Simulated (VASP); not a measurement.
Runs of VASP 6.6.1 on Mg2ZrH6. The structure is that of space group Fm-3m (No. 225), or close to it. The cells are those of the table. 

```csv
task,spin,cell,cutoff (eV),gap on the mesh (eV),pressure (GPa)
single point,collinear,"a = 5.163 Å, angles 60.0°, 9 atoms",520,none,0.8
single point,off,"a = 5.163 Å, angles 60.0°, 9 atoms",520,none,(a)
single point,off,"a = 6.091 Å, angles 60.0°, 9 atoms",520,none,-11.5
relaxation of cell and atoms,off,"relaxed from a = 6.091 Å, angles 60.0°, 9 atoms",600,none,0.1
```

Alike in all rows: level PBE; potentials or basis VASP PAW PBE potentials, release 64 (Mg, Zr_sv, H); k mesh 4 × 4 × 4; smearing gaussian 0.1 eV.

Question: Fill in the values left out.

Answer: (a) 0.0.

Caveats: some runs use coarse meshes; the cell stands under tension (at least some runs).

A k mesh can miss the band edges, and the runs leave out spin-orbit coupling on Zr.

A gap of «none» marks levels without a gap at the run's occupations.
